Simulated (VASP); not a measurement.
# Si5S (P-62m) in VASP: a series of runs

The runs below take Si5S through single point, with PBE.

All numbers are computed with VASP 6.6.1; they aren't measurements. Logs are shortened: lines on timing, memory, paths and dates and some standing lists are left out, and cuts for length are marked.

### Step 1. The cell of the first run

It takes space group P-62m (No. 189, hexagonal). Conventional cell: a = 4.846 Å, b = 4.846 Å, c = 4.444 Å, α = 90.00°, β = 90.00°, γ = 120.00°. Si (site symmetry m2m) has 10 Si at 2.70 to 3.01 Å and 2 S at 2.82 Å within 3.6 Å. Si (site symmetry -6) has 9 Si at 2.71 to 2.80 Å and 3 S at 2.80 Å within 3.6 Å. Within 3.7 Å of S (site symmetry -62m) lie 12 Si at 2.80 to 2.82 Å.

### Step 2. Single point, PBE

Input file INCAR:

```
SYSTEM = Si5S
  ALGO = Normal
  EDIFF = 1E-6
  ENCUT = 520
  GGA = PE
  ISIF = 2
  ISMEAR = 0
  LASPH = .True.
  LCHARG = .False.
  LREAL = .False.
  LWAVE = .False.
  NBANDS = 22
  NELM = 80
  PREC = Accurate
  SIGMA = 0.1
```

Input file KPOINTS:

```
k-points
0
Gamma
  6 6 4
  0 0 0
```

Input file POSCAR:

```
Si5S
1.0
    4.8459842207      0.0000000027      0.0000000000
   -2.4229921126      4.1967454401      0.0000000000
    0.0000000000      0.0000000000      4.4438442808
Si S
5 1
Direct
    0.6419102403      0.0000000000      0.0000000000
    0.0000000000      0.6419102403      0.0000000000
    0.3580897597      0.3580897597      0.0000000000
    0.3333333333      0.6666666667      0.5000000000
    0.6666666667      0.3333333333      0.5000000000
    0.0000000000      0.0000000000      0.5000000000
```

Potentials or basis: VASP PAW PBE potentials, release 64 (Si, S).

The run is started by

```console
> cat potpaw_PBE.64/Si/POTCAR potpaw_PBE.64/S/POTCAR > POTCAR
> mpirun -np 1 vasp_std > vasp.out
```

OUTCAR:

```text
SYSTEM = Si5S
   EDIFF = 1E-6
   ENCUT = 520
   GGA = PE
   ISIF = 2
   ISMEAR = 0
   LASPH = .True.
   LREAL = .False.
   NELM = 80
   PREC = Accurate

 ion  position               nearest neighbor table
   1  0.642  0.000  0.000-   3 2.70   3 2.70   2 2.70   2 2.70   5 2.71   5 2.71   4 2.71   4 2.71
                             6 2.82   6 2.82   2 3.01   3 3.01
   2  0.000  0.642  0.000-   3 2.70   1 2.70   3 2.70   1 2.70   4 2.71   4 2.71   5 2.71   5 2.71
                             6 2.82   6 2.82   1 3.01   3 3.01
   3  0.358  0.358  0.000-   1 2.70   2 2.70   1 2.70   2 2.70   4 2.71   4 2.71   5 2.71   5 2.71
                             6 2.82   6 2.82   2 3.01   1 3.01
   4  0.333  0.667  0.500-   2 2.71   2 2.71   1 2.71   1 2.71   3 2.71   3 2.71   6 2.80   5 2.80
                             5 2.80   6 2.80   6 2.80   5 2.80
   5  0.667  0.333  0.500-   1 2.71   1 2.71   2 2.71   2 2.71   3 2.71   3 2.71   6 2.80   4 2.80
                             4 2.80   6 2.80   6 2.80   4 2.80
   6  0.000  0.000  0.500-   4 2.80   5 2.80   4 2.80   5 2.80   5 2.80   4 2.80   2 2.82   2 2.82
                             1 2.82   1 2.82   3 2.82   3 2.82

  LATTYP: Found a hexagonal cell.
 ALAT       =     4.8459842207
 C/A-ratio  =     0.9170158379

  Lattice vectors:

 A1 = (   4.8459842207,   0.0000000027,   0.0000000000)
 A2 = (  -2.4229921126,   4.1967454401,   0.0000000000)
 A3 = (   0.0000000000,   0.0000000000,   4.4438442808)

Analysis of symmetry for initial positions (statically):
=====================================================================
 Subroutine PRICEL returns:
 Original cell was already a primitive cell.

 Routine SETGRP: Setting up the symmetry group for a
 hexagonal supercell.

 Subroutine GETGRP returns: Found 12 space group operations
 (whereof 12 operations were pure point group operations)
 out of a pool of 24 trial point group operations.

The static configuration has the point symmetry D_3h.

Analysis of symmetry for dynamics (positions and initial velocities):
=====================================================================
 Subroutine PRICEL returns:
 Original cell was already a primitive cell.

 Routine SETGRP: Setting up the symmetry group for a
 hexagonal supercell.

 Subroutine GETGRP returns: Found 12 space group operations
 (whereof 12 operations were pure point group operations)
 out of a pool of 24 trial point group operations.

The dynamic configuration has the point symmetry D_3h.

[... 105 lines left out ...]
   NSW    =      0    number of steps for IOM
   IBRION =     -1    ionic relax: 0-MD 1-quasi-New 2-CG
   NFREE  =      0    steps in history (QN), initial steepest desc. (CG)
   ISIF   =      2    stress and relaxation
   ISYM   =      2    0-nonsym 1-usesym 2-fastsym
   POTIM  = 0.5000    time-step for ionic-motion
   TEBEG  =    0.0;   TEEND  =   0.0 temperature during run
   PSTRESS=    0.0 pullay stress
   NELECT =      26.0000    total number of electrons
   NUPDOWN=      -1.0000    fix difference up-down
   EMIN   =  10.00;   EMAX   =-10.00  energy-range for DOS
   EFERMI =   0.00;   METHOD = LEGACY
   ISMEAR =     0;   SIGMA  =   0.10  broadening in eV -4-tet -1-fermi 0-gaus
   EFERMI_NEDOS =   21; number of points for ismear=-14 and -15
   IALGO  =     38    algorithm
   IMIX   =      4    mixing-type and parameters
     AMIX     =   0.40;   BMIX     =  1.00
     AMIX_MAG =   1.60;   BMIX_MAG =  1.00
  volume/ion in A,a.u.               =      15.06       101.65
  Fermi-wavevector in a.u.,A,eV,Ry     =   1.080724  2.042272 15.891120  1.167964
  Thomas-Fermi vector in A             =   2.216722
   LORBIT       =      0    0 simple, 1 ext, 2 COOP (PROOUT), +10 PAW based schemes
   GGA     = PE    functional components
   LHFCALC =     F    Hartree Fock is set to
   AEXX    =    0.0000 exact exchange contribution
   IVDW    =     0    specifies the selected vdW correction
   LEPSILON=     F    determine dielectric tensor
   LRPA    =     F    only Hartree local field effects (RPA)
 non-spin polarized calculation
 Gauss-broadening in eV      SIGMA  =   0.10
  energy-cutoff  :      520.00
  volume of cell :       90.38
 maximum number of plane-waves:      2454
 NGX is ok and might be reduce to    36
   NGX = 17   NGY = 17   NGZ = 17

 number of electron      26.0000002 magnetization

 Free energy of the ion-electron system (eV)
  ---------------------------------------------------
  ext. energy  EPLUGINS =         0.00000000
  ---------------------------------------------------
  free energy    TOTEN  =       -27.94670684 eV

  energy without entropy =      -27.93090824  energy(sigma->0) =      -27.93880754

 E-fermi :   9.4878     XC(G=0): -11.0785

 val. band max:        9.4837328248   @ k =   0.5000   0.0000   0.0000
 cond. band min:       9.5047234048   @ k =   0.0000   0.0000   0.0000
 fundamental gap:      0.0209905800
 Fermi energy:         9.4877886012

 k-point     1 :       0.0000    0.0000    0.0000
  band No.  band energies     occupation
      1      -5.8313      2.00000
      2      -1.3510      2.00000
      3       2.5429      2.00000
      4       2.6837      2.00000
      5       2.7968      2.00000
      6       2.7968      2.00000
[... 514 lines left out ...]
     21      14.1922      0.00000
     22      14.5739      0.00000

------------------------ aborting loop because EDIFF is reached ----------------------------------------

  FORCE on cell =-STRESS in cart. coord.  units (eV):
  Direction    XX          YY          ZZ          XY          YZ          ZX
  --------------------------------------------------------------------------------------
  -------------------------------------------------------------------------------------
  Total       -0.1963355     -0.1963355     -0.0246017     -0.0000000      0.0000000      0.0000000
  in kB       -3.4806155     -3.4806155     -0.4361358     -0.0000000      0.0000000      0.0000000
  external PRESSURE =      -2.4657890 kB  Pullay stress =       0.0000000 kB

 VOLUME and BASIS-vectors are now :
 -----------------------------------------------------------------------------
  energy-cutoff  :      520.00
  volume of cell :       90.38
      direct lattice vectors                 reciprocal lattice vectors
     4.845984221  0.000000003  0.000000000     0.206356429  0.119139940  0.000000000
    -2.422992113  4.196745440  0.000000000    -0.000000000  0.238279880  0.000000000
     0.000000000  0.000000000  4.443844281     0.000000000  0.000000000  0.225030387

 POSITION                                       TOTAL-FORCE (eV/Angst)
 -----------------------------------------------------------------------------------
      3.11069      0.00000      0.00000        -0.030942     -0.000000      0.000000
     -1.55534      2.69393      0.00000         0.015471     -0.026797      0.000000
      0.86765      1.50281      0.00000         0.015471      0.026797      0.000000
     -0.00000      2.79783      2.22192         0.000000      0.000000      0.000000
      2.42299      1.39892      2.22192        -0.000000      0.000000      0.000000
      0.00000      0.00000      2.22192         0.000000      0.000000      0.000000
 -----------------------------------------------------------------------------------
    total drift:                                0.000000      0.000000      0.000000

  FREE ENERGIE OF THE ION-ELECTRON SYSTEM (eV)
  ---------------------------------------------------
  free  energy   TOTEN  =       -27.9467068442 eV

  energy  without entropy=      -27.9309082433  energy(sigma->0) =      -27.93880754
```

stdout:

```text
POSCAR found type information on POSCAR SiS
 POSCAR found :  2 types and       6 ions
 scaLAPACK will be used
 LDA part: xc-table for (Slater+PW92), standard interpolation
 POSCAR, INCAR and KPOINTS ok, starting setup
 FFT: planning ... GRIDC
 FFT: planning ... GRID_SOFT
 FFT: planning ... GRID
 WAVECAR not read
 entering main loop
```

It took 13 s on 1 thread of Intel Xeon 6975P-C (Granite Rapids), shared host; peak memory 0.2 GiB.

Results:

```yaml
Free_energy: -27.9467 eV
Pressure: -0.2 GPa
Largest_force: 0.031 eV/Å
Band_gap_on_the_k_mesh: zero (band 13 reaches 11.07 eV, above the bottom of band 14 at 6.22 eV)
```

Forces in eV/Å, atoms in the order of the input:
```
Si  -0.031  0.000  0.000
Si   0.015 -0.027  0.000
Si   0.015  0.027  0.000
Si   0.000  0.000  0.000
Si   0.000  0.000  0.000
S    0.000  0.000  0.000
```

(Continued in part 2 of 2.)
